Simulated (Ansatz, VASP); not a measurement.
## FeO: VASP beside Ansatz

Contents of INCAR:

```
PREC = Accurate
ENCUT = 520
EDIFF = 1E-7
ISMEAR = 0
SIGMA = 0.05
LREAL = False
LASPH = True
NELM = 150
ALGO = Normal
ISIF = 2
LWAVE = False
LCHARG = False
ISPIN = 2
MAGMOM = 4 0
LORBIT = 11
LMAXMIX = 4
LDAU = True
LDAUTYPE = 2
LDAUL = 2 -1
LDAUU = 4 0
LDAUJ = 0 0
LDAUPRINT = 1
GGA = PE
NBANDS = 18
```

The input KPOINTS:

```
regular mesh
0
Gamma
  10 10 10
```

Contents of POSCAR:

```
FeO
1.0
    0.0000000000      2.1554000000      2.1554000000
    2.1554000000      0.0000000000      2.1554000000
    2.1554000000      2.1554000000      0.0000000000
Fe O
1 1
Direct
    0.0000000000      0.0000000000      0.0000000000
    0.5000000000      0.5000000000      0.5000000000
```

Input for Ansatz:

```yaml
crystal:
  lattice:
    - [0.0, 2.1554, 2.1554]
    - [2.1554, 0.0, 2.1554]
    - [2.1554, 2.1554, 0.0]
  atoms:
    - { symbol: Fe, position: [0.0, 0.0, 0.0], spin: 4.0 }
    - { symbol: O, position: [0.5, 0.5, 0.5] }
basis:
  ecutwfc: 420
  ecutrho_ratio: 4
kpoints:
  mp_grid: { grid: [10, 10, 10] }
hamiltonian:
  xc: pbe
  hubbard: { sites: [{ species: Fe, l: d, u_eff: 4.0 }] }
  pseudopotentials: { kind: paw, frozen_core: stored }
scf:
  occupations: { method: gaussian, width: 0.05 }
  lower_state_search: "off"
output:
  forces: true
  stress: true
  eigenvalues: true
  populations: true
  hubbard: { sites: [{ species: Fe, l: d }] }
magnetization:
  spin_polarized: true
checkpoint:
  read: start.run
  write: ck
  compress: false
  write_wavefunctions: false
  write_every: 100000
```

Alike in both runs: task single point; functional PBE; k mesh 10 × 10 × 10; occupations gaussian, width 0.05 eV; collinear spin; Hubbard terms Fe d U = 4.0 eV.

|  | VASP | Ansatz |
| --- | --- | --- |
| version | VASP 6.6.1 | Ansatz 0.2.0 |
| potentials or method | VASP PAW PBE potentials, release 64 (Fe, O), cutoff 520 eV | scalar-relativistic, plane waves, PAW |
| valence electrons in the cell | 14 | 22 |

```csv
,VASP,Ansatz,Ansatz less VASP
pressure (GPa),-0.4,11.8,+12.24
net moment per atom (μB),2.00,2.00,-0.001
size of the moment on the site where the two differ most (μB),3.81,3.48,-0.328
```

Site moments also hang on the region over which each program counts them. The programs project onto different local orbitals, so the same U acts differently, and such runs can settle in different states. VASP's potentials hold 14 valence electrons a cell and Ansatz's 22, so a difference there can come from the potentials and not from the codes. Ansatz's warnings: stability check not made.
